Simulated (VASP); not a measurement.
Input of a VASP 6.6.1 run:

Contents of INCAR:

```
PREC     = Accurate       # precision mode
ENCUT    = 520            # plane-wave cutoff, eV
EDIFF    = 1E-6           # SCF threshold, eV
ISMEAR   = 0              # smearing method
SIGMA    = 0.05           # smearing width, eV
LREAL    = False          # projectors in reciprocal space
LASPH    = True           # aspherical terms in the spheres
NELM     = 100            # most SCF steps
ALGO     = Normal         # electronic algorithm
ISIF     = 2              # what is computed and relaxed
LWAVE    = False          # write WAVECAR
LCHARG   = True           # write CHGCAR
GGA      = PE             # functional
LELF     = True           # ELF
LVHAR    = True         
NBANDS   = 18             # bands
```

Contents of KPOINTS:

```
Automatic mesh
0
Gamma
  9 9 6
```

The input POSCAR:

```
LiF
1.0
    3.1183989433      0.0000000000      0.0000000000
   -1.5591994716      2.7006127040      0.0000000000
    0.0000000000      0.0000000000      4.3345745311
Li F
2 2
Direct
    0.3333333333      0.6666666667      0.3810713234
    0.6666666667      0.3333333333      0.8810713234
    0.3333333333      0.6666666667      0.9939266766
    0.6666666667      0.3333333333      0.4939266766
```

Potentials or basis: VASP PAW PBE potentials, release 64 (Li_sv, F).

The run is started by

```bash
$ cat potpaw_PBE.64/Li_sv/POTCAR potpaw_PBE.64/F/POTCAR > POTCAR
$ mpirun -np 1 vasp_std > vasp.out
```

(1) Estimate the largest force.

(2) Predict the band gap on the k mesh.

## Answers

(1) 1.020 eV/Å.

(2) 8.13 eV, direct.

Caveat: forces of over 1 eV/Å act on the atoms, so gaps and moduli don't describe the material at rest.
